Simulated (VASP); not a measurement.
SiTe:

```
CELL_PARAMETERS angstrom
3.71434 0.00000 0.00000
-1.85717 3.21671 0.00000
0.00000 0.00000 4.97637
ATOMIC_POSITIONS crystal
Si 0.00000 0.00000 0.50000
Te 0.00000 0.00000 0.00000
```

- Program: VASP 6.6.1
- Task: relaxation of cell and atoms
- Functional: PBEsol
- Dispersion: D3(BJ)
- Potentials or basis: VASP PAW PBE potentials, release 64 (Si, Te)
- Cutoff: 600 eV
- k mesh: 8 × 8 × 6
- Occupations: fermi-dirac, width 0.05 eV
- Spin: no spin polarisation

At the start: pressure -3.0 GPa; volume 29.73 Å³/atom.

Q: How do energy, volume and symmetry change on relaxing?

A: Over 10 steps the energy falls by 589.0 meV/atom and the volume is 22.33 Å³/atom (-24.9 %); space group P6/mmm (No. 191, to 0.05 Å).

The path:
```
step  energy change (eV)  largest force (eV/Å)  pressure (GPa)  volume (Å³)
   1              0.0000                0.0000           -2.98        59.46
   2             -0.3855                0.0000           -4.10        54.68
   3             -0.7803                0.0000           10.46        40.46
   4             -1.1096                0.0000           -2.87        47.22
   5             -1.1774                0.0000           -0.27        44.83
   6             -1.1768                0.0000           -0.82        45.11
   7             -1.1766                0.0000            0.61        44.39
   8             -1.1777                0.0000           -0.19        44.77
   9             -1.1776                0.0000            0.28        44.55
  10             -1.1781                0.0000            0.01        44.66
```

Final structure:
```
Si Te
1.0
     3.08547    0.00000    0.00000
    -1.54273    2.67209    0.00000
     0.00000    0.00000    5.41745
Si Te
1 1
Direct
  0.00000 0.00000 0.50000
  0.00000 0.00000 0.00000
```

Caveat: the volume moved by over 15 % at a fixed basis, so the end points are rough; the PAW data sets were made with another functional, which shifts forces and pressure a little.
